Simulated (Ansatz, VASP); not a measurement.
## Two plane-wave programs on Li3Nb2O6

INCAR

```
SYSTEM = Li3Nb2O6
PREC = Accurate
ENCUT = 520
EDIFF = 1E-6
ISMEAR = 1
SIGMA = 0.2
LREAL = Auto
LASPH = .TRUE.
NELM = 100
ALGO = Normal
ISIF = 2
LWAVE = .FALSE.
LCHARG = .TRUE.
LDIPOL = .TRUE.
IDIPOL = 3
DIPOL = 0.5 0.5 0.500
GGA = PS
LELF = .TRUE.
LVHAR = .TRUE.
LVACPOTAV = .TRUE.
NBANDS = 88
```

Contents of KPOINTS:

```
regular mesh
0
G
  6 6 1
  0 0 0
```

File POSCAR:

```
Li3Nb2O6
1.0
    5.1951977330      0.0000000000      0.0000000000
   -2.5975988665      4.4991732145      0.0000000000
    0.0000000000      0.0000000000     25.1187403668
Li O Nb
6 12 4
Direct
    0.3333333333      0.6666666667      0.2985818513
    0.0000000000      0.0000000000      0.3250081364
    0.0000000000      0.0000000000      0.4867868574
    0.6666666667      0.3333333333      0.5132131426
    0.6666666667      0.3333333333      0.6749918636
    0.3333333333      0.6666666667      0.7014181487
    0.3621923835      0.3790052278      0.3619274348
    0.6209947722      0.9831871558      0.3619274348
    0.0168128442      0.6378076165      0.3619274348
    0.6378076165      0.6209947722      0.4498675591
    0.3790052278      0.0168128442      0.4498675591
    0.9831871558      0.3621923835      0.4498675591
    0.0288590502      0.7123385611      0.5501324409
    0.2876614389      0.3165204891      0.5501324409
    0.6834795109      0.9711409498      0.5501324409
    0.3044742831      0.9543281056      0.6380725652
    0.0456718944      0.3501461776      0.6380725652
    0.6498538224      0.6955257169      0.6380725652
    0.6666666667      0.3333333333      0.3933683848
    0.3333333333      0.6666666667      0.4184266090
    0.3333333333      0.6666666667      0.5815733910
    0.0000000000      0.0000000000      0.6066316152
```

Input for Ansatz:

```yaml
crystal:
  lattice:
    - [5.195197733, 0.0, 0.0]
    - [-2.5975988665, 4.4991732145, 0.0]
    - [0.0, 0.0, 25.1187403668]
  atoms:
    - { symbol: Li, position: [0.3333333333, 0.6666666667, 0.2985818513] }
    - { symbol: Li, position: [0.0, 0.0, 0.3250081364] }
    - { symbol: O, position: [0.3621923835, 0.3790052278, 0.3619274348] }
    - { symbol: O, position: [0.6209947722, 0.9831871558, 0.3619274348] }
    - { symbol: O, position: [0.0168128442, 0.6378076165, 0.3619274348] }
    - { symbol: Nb, position: [0.6666666667, 0.3333333333, 0.3933683848] }
    - { symbol: Nb, position: [0.3333333333, 0.6666666667, 0.418426609] }
    - { symbol: O, position: [0.6378076165, 0.6209947722, 0.4498675591] }
    - { symbol: O, position: [0.3790052278, 0.0168128442, 0.4498675591] }
    - { symbol: O, position: [0.9831871558, 0.3621923835, 0.4498675591] }
    - { symbol: Li, position: [0.0, 0.0, 0.4867868574] }
    - { symbol: Li, position: [0.6666666667, 0.3333333333, 0.5132131426] }
    - { symbol: O, position: [0.0288590502, 0.7123385611, 0.5501324409] }
    - { symbol: O, position: [0.2876614389, 0.3165204891, 0.5501324409] }
    - { symbol: O, position: [0.6834795109, 0.9711409498, 0.5501324409] }
    - { symbol: Nb, position: [0.3333333333, 0.6666666667, 0.581573391] }
    - { symbol: Nb, position: [0.0, 0.0, 0.6066316152] }
    - { symbol: O, position: [0.3044742831, 0.9543281056, 0.6380725652] }
    - { symbol: O, position: [0.0456718944, 0.3501461776, 0.6380725652] }
    - { symbol: O, position: [0.6498538224, 0.6955257169, 0.6380725652] }
    - { symbol: Li, position: [0.6666666667, 0.3333333333, 0.6749918636] }
    - { symbol: Li, position: [0.3333333333, 0.6666666667, 0.7014181487] }
basis:
  ecutwfc: 420
kpoints:
  mp_grid: { grid: [6, 6, 1] }
hamiltonian:
  xc: pbesol
scf:
  occupations: { method: methfessel_paxton, width: 0.2 }
output:
  forces: true
  stress: true
  eigenvalues: true
efield:
  axis: 3
  dipole_correction: true
  ramp_width: 0.04
```

Alike in both runs: task single point; functional PBEsol; k mesh 6 × 6 × 1; occupations methfessel-paxton of order 1, width 0.2 eV; no spin polarisation.

```csv
,VASP,Ansatz
version,VASP 6.6.1,Ansatz 0.2.0
potentials or method,"VASP PAW PBE potentials, release 64 (Li_sv, O, Nb_sv), cutoff 520 eV","scalar-relativistic, plane waves, PAW"
valence electrons in the cell,142,142
```

|  | VASP | Ansatz | Ansatz less VASP |
| --- | --- | --- | --- |
| gap on the k mesh at the Fermi level (eV) | none | none | - |
| rms of the force components (eV/Å) | 0.517 | 0.509 | -0.0076 |
| work function, face that differs most (eV) | 3.38 | 3.39 | +0.009 |

VASP's potentials were made for PBE, not for PBEsol. A gap of «none» marks a metal or a gap that the smearing closes.

Noted on VASP's run: the cutoff is short for stress, so the pressure is rough.
